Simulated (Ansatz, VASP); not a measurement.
HfO2: VASP beside Ansatz

```xyz
3
Lattice="0.0000 2.5229 2.5229 2.5229 0.0000 2.5229 2.5229 2.5229 0.0000" Properties=species:S:1:pos:R:3 pbc="T T T"
Hf    0.0000    0.0000    0.0000
O     3.7844    3.7844    3.7844
O     1.2615    1.2615    1.2615
```

Alike in both runs: task single point; functional PBEsol; k mesh 9 × 9 × 9; occupations fermi-dirac, width 0.05 eV; no spin polarisation.

```csv
,VASP,Ansatz
version,VASP 6.6.1,Ansatz 0.2.0
potentials or method,"VASP PAW PBE potentials, release 64 (Hf_pv, O)",Ansatz PAW
plane-wave cutoff (eV),520,420
valence electrons in the cell,22,38
```

Ansatz gave:

| Property | Result |
| --- | --- |
| gap on the k mesh at the Fermi level (eV) | 3.80 |
| least direct gap on the mesh (eV) | 3.92 |
| pressure (GPa) | -0.3 |

Question: Estimate VASP's values.

Answer: gap on the k mesh at the Fermi level (eV): 3.82; least direct gap on the mesh (eV): 3.95; pressure (GPa): -4.0.

VASP's potentials were made for PBE, not for PBEsol. VASP's potentials hold 22 valence electrons a cell and Ansatz's 38, so a difference there can come from the potentials and not from the codes.

Spin-orbit coupling is off throughout. Noted on Ansatz's run: odd divisions of the mesh miss points on the zone boundary, where band edges often lie, so the gap on the mesh can be too wide.
